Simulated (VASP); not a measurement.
# MgO (Fm-3m) in VASP: a series of runs, part 2 of 2

VASP 6.6.1.

### Step 5. Single point, r2SCAN

Input file POSCAR:

```
MgO
1.0
    0.0000000000      2.1021674163      2.1021674163
    2.1021674163      0.0000000000      2.1021674163
    2.1021674163      2.1021674163      0.0000000000
Mg O
1 1
Direct
    0.0000000000      0.0000000000      0.0000000000
    0.5000000000      0.5000000000      0.5000000000
```

Input file INCAR.step1:

```
PREC     = Accurate       # precision mode
ENCUT    = 520            # plane-wave cutoff, eV
ISMEAR   = 0              # smearing method
SIGMA    = 0.01           # smearing width, eV
LREAL    = F              # projectors in reciprocal space
LASPH    = T              # aspherical terms in the spheres
NELM     = 80             # most SCF steps
NBANDS   = 11             # bands
GGA      = PE             # functional
ALGO     = Normal         # electronic algorithm
EDIFF    = 1E-4           # SCF threshold, eV
LWAVE    = T              # write WAVECAR
LCHARG   = F              # write CHGCAR
```

Input file INCAR.step2:

```
PREC     = Accurate       # precision mode
ENCUT    = 520            # plane-wave cutoff, eV
EDIFF    = 1E-6           # SCF threshold, eV
ISMEAR   = 0              # smearing method
SIGMA    = 0.01           # smearing width, eV
LREAL    = F              # projectors in reciprocal space
LASPH    = T              # aspherical terms in the spheres
NELM     = 80             # most SCF steps
ALGO     = Normal         # electronic algorithm
ISIF     = 2              # what is computed and relaxed
LWAVE    = F              # write WAVECAR
LCHARG   = F              # write CHGCAR
METAGGA  = R2SCAN         # meta-GGA
LMIXTAU  = T            
NBANDS   = 11             # bands
ISTART   = 1
```

Input file KPOINTS:

```
Automatic mesh
0
Gamma
  8 8 8
```

Potentials or basis: VASP PAW PBE potentials, release 64 (Mg, O).

Run with:

```
> cat potpaw_PBE.64/Mg/POTCAR potpaw_PBE.64/O/POTCAR > POTCAR
> cp INCAR.step1 INCAR
> mpirun -np 1 vasp_std > vasp.out
> cp INCAR.step2 INCAR
> mpirun -np 1 vasp_std > vasp.out
```

OUTCAR:

```text
PREC = Accurate
   ENCUT = 520
   EDIFF = 1E-6
   ISMEAR = 0
   LREAL = F
   LASPH = T
   NELM = 80
   ISIF = 2
   METAGGA = R2SCAN
   ISTART = 1

 ion  position               nearest neighbor table
   1  0.000  0.000  0.000-   2 2.10   2 2.10   2 2.10   2 2.10   2 2.10   2 2.10
   2  0.500  0.500  0.500-   1 2.10   1 2.10   1 2.10   1 2.10   1 2.10   1 2.10

  LATTYP: Found a face centered cubic cell.
 ALAT       =     4.2043348326

  Lattice vectors:
[... 513 lines left out ...]
      3       0.8625      2.00000
      4       1.8031      2.00000
      5      13.4817      0.00000
      6      16.2039      0.00000
      7      17.5216      0.00000
      8      20.9891      0.00000
      9      24.6541      0.00000
     10      26.3891      0.00000
     11      30.6234      0.00000

 [... further k-points ...]
[... 5 lines left out ...]
  --------------------------------------------------------------------------------------
  -------------------------------------------------------------------------------------
  Total       -0.1317786     -0.1317786     -0.1317786      0.0000000      0.0000000      0.0000000
  in kB      -11.3637987    -11.3637987    -11.3637987      0.0000000      0.0000000      0.0000000
  external PRESSURE =     -11.3637987 kB  Pullay stress =       0.0000000 kB

 VOLUME and BASIS-vectors are now :
 -----------------------------------------------------------------------------
  energy-cutoff  :      520.00
  volume of cell :       18.58
      direct lattice vectors                 reciprocal lattice vectors
     0.000000000  2.102167416  2.102167416    -0.237849753  0.237849753  0.237849753
     2.102167416  0.000000000  2.102167416     0.237849753 -0.237849753  0.237849753
     2.102167416  2.102167416  0.000000000     0.237849753  0.237849753 -0.237849753

 POSITION                                       TOTAL-FORCE (eV/Angst)
 -----------------------------------------------------------------------------------
      0.00000      0.00000      0.00000        -0.000000     -0.000000     -0.000000
      2.10217      2.10217      2.10217         0.000000      0.000000      0.000000
 -----------------------------------------------------------------------------------
    total drift:                               -0.000000     -0.000000      0.000000

  FREE ENERGIE OF THE ION-ELECTRON SYSTEM (eV)
  ---------------------------------------------------
  free  energy   TOTEN  =       -16.1610829890 eV

  energy  without entropy=      -16.1610829890  energy(sigma->0) =      -16.16108299
```

OUTCAR.step1:

```text
PREC = Accurate
   ENCUT = 520
   ISMEAR = 0
   LREAL = F
   LASPH = T
[... 557 lines left out ...]
 -----------------------------------------------------------------------------------
      0.00000      0.00000      0.00000         0.000000      0.000000      0.000000
      2.10217      2.10217      2.10217        -0.000000     -0.000000      0.000000
 -----------------------------------------------------------------------------------
    total drift:                               -0.000000     -0.000000      0.000000

  FREE ENERGIE OF THE ION-ELECTRON SYSTEM (eV)
  ---------------------------------------------------
  free  energy   TOTEN  =       -11.9025525821 eV

  energy  without entropy=      -11.9025525821  energy(sigma->0) =      -11.90255258
```

OSZICAR.step1:

```text
N       E                     dE             d eps       ncg     rms          rms(c)
DAV:   1     0.135339046260E+02    0.13534E+02   -0.46257E+03   734   0.648E+02
DAV:   2    -0.128738815311E+02   -0.26408E+02   -0.26004E+02   749   0.135E+02
DAV:   3    -0.134625722322E+02   -0.58869E+00   -0.58820E+00   758   0.175E+01
DAV:   4    -0.134639899652E+02   -0.14177E-02   -0.14177E-02   698   0.982E-01
DAV:   5    -0.134639944276E+02   -0.44624E-05   -0.44624E-05   711   0.535E-02    0.722E+00
DAV:   6    -0.119195388806E+02    0.15445E+01   -0.87429E+00   665   0.163E+01    0.221E+00
DAV:   7    -0.119080597294E+02    0.11479E-01   -0.51866E-02   695   0.207E+00    0.134E+00
DAV:   8    -0.119028963167E+02    0.51634E-02   -0.26970E-02   671   0.185E+00    0.230E-01
DAV:   9    -0.119025524725E+02    0.34384E-03   -0.52528E-04   722   0.160E-01    0.129E-01
DAV:  10    -0.119025525821E+02   -0.10955E-06   -0.45391E-04   659   0.158E-01
   1 F= -.11902553E+02 E0= -.11902553E+02  d E =-.583870E-20
```

It took 26 s on 1 thread of AMD EPYC 7R13 (Zen 3), shared host; peak memory 0.11 GiB.

What came out:

```yaml
Free_energy: -16.1611 eV
Pressure: -1.1 GPa
Band_gap_on_the_k_mesh: 5.66 eV, direct
```

Levels at points of the mesh, in eV from the valence-band top:
```
           k point  band 2  band 3  band 4  band 5  band 6  band 7
(0.00, 0.00, 0.00)    0.00    0.00    0.00    5.66   16.87   16.87
(0.50, 0.00, 0.00)   -4.64   -0.68   -0.68    8.84   13.87   17.48
(0.50, 0.50, 0.00)   -4.12   -1.38   -1.38   10.04   11.12   14.35
```

Caveat: the PAW data sets were made with another functional, which shifts forces and pressure a little.

### Step 6. The runs side by side

```csv
level,cell,k mesh,gap on the mesh (eV),pressure (GPa)
PBE,"a = 2.973 Å, angles 60.0°, 2 atoms",10 × 10 × 10,4.78,4.9
r2SCAN,"a = 2.912 Å, angles 60.0°, 2 atoms",8 × 8 × 8,6.32,10.6
r2SCAN,"a = 2.943 Å, angles 60.0°, 2 atoms",8 × 8 × 8,5.98,4.3
r2SCAN,"a = 2.973 Å, angles 60.0°, 2 atoms",8 × 8 × 8,5.66,-1.1
```

Alike in all rows: task single point; potentials or basis VASP PAW PBE potentials, release 64 (Mg, O); no spin polarisation; cutoff (eV) 520; smearing gaussian 0.01 eV.

Caveats: the PAW data sets were made with another functional, which shifts forces and pressure a little (some runs).

Total energies depend on the potentials used, so only differences within one code and one set of settings carry meaning.
